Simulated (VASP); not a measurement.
# Si (Ibca) in VASP: a series of runs, part 2 of 2

VASP 6.6.1. Earlier steps stand in the parts before.

## 4. Single point, PBE (18.46 Å³/atom)

This run uses another cell than the first one, of 18.46 Å³/atom.

Input file INCAR:

```
PREC = Accurate
ENCUT = 520
EDIFF = 1E-6
ISMEAR = 0
SIGMA = 0.15
LREAL = F
LASPH = T
NELM = 60
ALGO = Fast
ISIF = 2
LWAVE = F
LCHARG = F
GGA = PE
NBANDS = 26
```

Input file KPOINTS:

```
Automatic mesh
0
Gamma
  10 10 10
```

Input file POSCAR:

```
Si
1.0
   -3.3744544446      3.3744544446      3.2415009395
    3.3744544446     -3.3744544446      3.2415009395
    3.3744544446      3.3744544446     -3.2415009395
Si
8
Direct
    0.2028545115      0.2028545115      0.2028545115
    0.5000000000      0.0000000000      0.2971454885
    0.2971454885      0.5000000000      0.0000000000
    0.0000000000      0.2971454885      0.5000000000
    0.7971454885      0.7971454885      0.7971454885
    0.5000000000      0.0000000000      0.7028545115
    0.7028545115      0.5000000000      0.0000000000
    0.0000000000      0.7028545115      0.5000000000
```

Potentials or basis: VASP PAW PBE potentials, release 64 (Si).

Command:

```sh
$ cat potpaw_PBE.64/Si/POTCAR > POTCAR
$ mpirun -np 1 vasp_std > vasp.out
```

OUTCAR:

```text
PREC = Accurate
   ENCUT = 520
   EDIFF = 1E-6
   ISMEAR = 0
   LREAL = F
   LASPH = T
   NELM = 60
   ISIF = 2
   GGA = PE

 ion  position               nearest neighbor table
   1  0.203  0.203  0.203-   5 2.34   3 2.36   4 2.40   2 2.43
   2  0.500  0.000  0.297-   6 2.34   4 2.36   3 2.40   1 2.43
   3  0.297  0.500  0.000-   7 2.34   1 2.36   2 2.40   4 2.43
   4  0.000  0.297  0.500-   8 2.34   2 2.36   1 2.40   3 2.43
   5  0.797  0.797  0.797-   1 2.34   7 2.36   8 2.40   6 2.43
   6  0.500  0.000  0.703-   2 2.34   8 2.36   7 2.40   5 2.43
   7  0.703  0.500  0.000-   3 2.34   5 2.36   6 2.40   8 2.43
   8  0.000  0.703  0.500-   4 2.34   6 2.36   5 2.40   7 2.43

  LATTYP: Found a body centered tetragonal cell.
 ALAT       =     6.7489088892
 C/A-ratio  =     0.9606000000

  Lattice vectors:

 A1 = (  -3.3744544446,   3.3744544446,   3.2415009395)
 A2 = (   3.3744544446,  -3.3744544446,   3.2415009395)
 A3 = (   3.3744544446,   3.3744544446,  -3.2415009395)

Analysis of symmetry for initial positions (statically):
=====================================================================
 Subroutine PRICEL returns:
 Original cell was already a primitive cell.

 Routine SETGRP: Setting up the symmetry group for a
 body centered tetragonal supercell.

 Subroutine GETGRP returns: Found  8 space group operations
 (whereof  2 operations were pure point group operations)
 out of a pool of 16 trial point group operations.

The static configuration has the point symmetry S_2 .
 The point group associated with its full space group is D_2h.

Analysis of symmetry for dynamics (positions and initial velocities):
=====================================================================
 Subroutine PRICEL returns:
 Original cell was already a primitive cell.

 Routine SETGRP: Setting up the symmetry group for a
 body centered tetragonal supercell.
[... 142 lines left out ...]
   LORBIT       =      0    0 simple, 1 ext, 2 COOP (PROOUT), +10 PAW based schemes
   GGA     = PE    functional components
   LHFCALC =     F    Hartree Fock is set to
   AEXX    =    0.0000 exact exchange contribution
   IVDW    =     0    specifies the selected vdW correction
   LEPSILON=     F    determine dielectric tensor
   LRPA    =     F    only Hartree local field effects (RPA)
 non-spin polarized calculation
 RMM-DIIS sequential band-by-band and
 Gauss-broadening in eV      SIGMA  =   0.15
  energy-cutoff  :      520.00
  volume of cell :      147.64
 maximum number of plane-waves:      4028
 NGX is ok and might be reduce to    48
   NGX = 21   NGY = 21   NGZ = 21

 number of electron      32.0000000 magnetization

 Free energy of the ion-electron system (eV)
  ---------------------------------------------------
  ext. energy  EPLUGINS =         0.00000000
  ---------------------------------------------------
  free energy    TOTEN  =       -42.06528313 eV

  energy without entropy =      -42.05705013  energy(sigma->0) =      -42.06116663

 E-fermi :   6.9950     XC(G=0):  -9.9262

 val. band max:        6.9874626396   @ k =   0.5000   0.5000   0.5000
 cond. band min:       7.0351014859   @ k =  -0.4000   0.4000   0.4000
 fundamental gap:      0.0476388463
 Fermi energy:         6.9949665144

 k-point     1 :       0.0000    0.0000    0.0000
  band No.  band energies     occupation
      1      -5.6194      2.00000
      2      -1.3153      2.00000
      3      -1.1679      2.00000
      4      -0.8913      2.00000
      5      -0.8038      2.00000
      6       0.5346      2.00000
[... 685 lines left out ...]
     25      11.8304      0.00000
     26      12.1091      0.00000

 [... further k-points ...]

------------------------ aborting loop because EDIFF is reached ----------------------------------------

  FORCE on cell =-STRESS in cart. coord.  units (eV):
  Direction    XX          YY          ZZ          XY          YZ          ZX
  --------------------------------------------------------------------------------------
  -------------------------------------------------------------------------------------
  Total       -1.8529611     -1.7679038      3.5304057     -0.0000000      0.0000000      0.0000000
  in kB      -20.1077557    -19.1847401     38.3108608     -0.0000000      0.0000000      0.0000000
  external PRESSURE =      -0.3272117 kB  Pullay stress =       0.0000000 kB

 VOLUME and BASIS-vectors are now :
 -----------------------------------------------------------------------------
  energy-cutoff  :      520.00
  volume of cell :      147.64
      direct lattice vectors                 reciprocal lattice vectors
    -3.374454445  3.374454445  3.241500939     0.000000000  0.148172100  0.154249531
     3.374454445 -3.374454445  3.241500939     0.148172100  0.000000000  0.154249531
     3.374454445  3.374454445 -3.241500939     0.148172100  0.148172100  0.000000000

 POSITION                                       TOTAL-FORCE (eV/Angst)
 -----------------------------------------------------------------------------------
      0.68452      0.68452      0.65755        -0.053687      0.187519     -0.119323
     -0.68452      2.68993      0.65755         0.053687     -0.187519     -0.119323
      0.68452     -0.68452      2.58395        -0.053687     -0.187519      0.119323
      2.68993      0.68452     -0.65755         0.053687      0.187519      0.119323
      2.68993      2.68993      2.58395         0.053687     -0.187519      0.119323
      0.68452      4.05898     -0.65755        -0.053687      0.187519      0.119323
     -0.68452      0.68452      3.89905         0.053687      0.187519     -0.119323
      4.05898     -0.68452      0.65755        -0.053687     -0.187519     -0.119323
 -----------------------------------------------------------------------------------
    total drift:                                0.000000      0.000000     -0.000000

  FREE ENERGIE OF THE ION-ELECTRON SYSTEM (eV)
  ---------------------------------------------------
  free  energy   TOTEN  =       -42.0652831346 eV

  energy  without entropy=      -42.0570501279  energy(sigma->0) =      -42.06116663
```

OSZICAR:

```text
N       E                     dE             d eps       ncg     rms          rms(c)
DAV:   1     0.586728420137E+02    0.58673E+02   -0.12044E+04  8892   0.102E+03
DAV:   2    -0.378429252266E+02   -0.96516E+02   -0.88592E+02 11008   0.144E+02
DAV:   3    -0.426230847364E+02   -0.47802E+01   -0.46610E+01 11934   0.287E+01
DAV:   4    -0.426965626710E+02   -0.73478E-01   -0.73264E-01 11114   0.441E+00
DAV:   5    -0.426978658161E+02   -0.13031E-02   -0.13019E-02 11734   0.547E-01    0.928E+00
RMM:   6    -0.422115664902E+02    0.48630E+00   -0.34442E-01  9039   0.192E+00    0.552E+00
RMM:   7    -0.420703304745E+02    0.14124E+00   -0.54552E-01  9749   0.252E+00    0.658E-01
RMM:   8    -0.420648923264E+02    0.54381E-02   -0.65701E-02  9606   0.126E+00    0.191E-01
RMM:   9    -0.420652408306E+02   -0.34850E-03   -0.14484E-02 10956   0.544E-01    0.191E-01
RMM:  10    -0.420652853418E+02   -0.44511E-04   -0.26934E-03 10477   0.286E-01    0.532E-02
RMM:  11    -0.420652793175E+02    0.60243E-05   -0.63972E-04 10636   0.142E-01    0.461E-02
RMM:  12    -0.420652871069E+02   -0.77894E-05   -0.88764E-05 11116   0.496E-02    0.360E-02
RMM:  13    -0.420652829123E+02    0.41945E-05   -0.21714E-05 10323   0.246E-02    0.401E-03
RMM:  14    -0.420652831346E+02   -0.22224E-06   -0.45761E-06  9333   0.115E-02
   1 F= -.42065283E+02 E0= -.42061167E+02  d E =-.823301E-02
```

stdout:

```text
POSCAR found type information on POSCAR Si
 POSCAR found :  1 types and       8 ions
 scaLAPACK will be used
 LDA part: xc-table for (Slater+PW92), standard interpolation
 POSCAR, INCAR and KPOINTS ok, starting setup
 FFT: planning ... GRIDC
 FFT: planning ... GRID_SOFT
 FFT: planning ... GRID
 WAVECAR not read
 entering main loop
```

It took 23 min on 1 thread of Oxide Virtual Turin-like, shared host; peak memory 0.57 GiB.

Results:

```yaml
Free_energy: -42.0653 eV
Pressure: 0.0 GPa
Largest_force: 0.229 eV/Å
Band_gap_on_the_k_mesh: zero (bands 16 and 17 overlap by 0.11 eV)
```

Forces in eV/Å, atoms in the order of the input:
```
Si  -0.054  0.188 -0.119
Si   0.054 -0.188 -0.119
Si  -0.054 -0.188  0.119
Si   0.054  0.188  0.119
Si   0.054 -0.188  0.119
Si  -0.054  0.188  0.119
Si   0.054  0.188 -0.119
Si  -0.054 -0.188 -0.119
```

Levels at points of the mesh, in eV from the Fermi level:
```csv
k point,band 13,band 14,band 15,band 16,band 17,band 18,band 19,band 20
"(0.00, 0.00, 0.00)",-3.95,-1.58,-1.49,-0.64,1.39,1.44,2.26,3.53
"(0.50, 0.00, 0.00)",-2.12,-2.12,-1.46,-1.46,0.60,0.60,1.96,1.96
"(0.50, 0.00, 0.50)",-2.03,-2.03,-1.25,-1.25,0.27,0.27,2.03,2.03
"(0.50, 0.50, 0.00)",-2.16,-2.16,-1.20,-1.20,0.39,0.39,1.98,1.98
"(0.50, 0.50, 0.50)",-2.54,-0.56,-0.01,0.15,0.34,2.54,2.70,2.76
```

Caveat: the stress differs along the axes, from -2 to 4 GPa; semilocal functionals underestimate gaps, and a narrow one can read as zero.

## 5. Summary

```csv
cell,further INCAR settings,gap on the mesh (eV),pressure (GPa),largest force (eV/Å)
"a = 5.886 Å, angles 106.4, 106.4, 115.8°, 8 atoms",ALGO = Fast; EDIFF = 1e-07; NBANDS = 26,none,-4.0,0.58
"a = 5.785 Å, angles 106.4, 106.4, 115.8°, 8 atoms",ALGO = Fast; EDIFF = 1e-06; NBANDS = 26,none,0.3,0.74
"a = 5.769 Å, angles 108.4, 108.4, 111.6°, 8 atoms",ALGO = Fast; EDIFF = 1e-06; NBANDS = 26,none,0.0,0.23
```

Alike in all rows: task single point; level PBE; potentials or basis VASP PAW PBE potentials, release 64 (Si); no spin polarisation; k mesh 10 × 10 × 10; cutoff (eV) 520; smearing gaussian 0.15 eV.

Caveats: semilocal functionals underestimate gaps, and a narrow one can read as zero; the stress differs along the axes, from -9 to 5 GPa (at least some runs); the stress differs along the axes, from -5 to 10 GPa (at least some runs); the stress differs along the axes, from -2 to 4 GPa (at least some runs).

Absolute energies hang on the potentials; compare differences alone.

The gap in the log of VASP goes by the Fermi energy; the results here count the filled bands.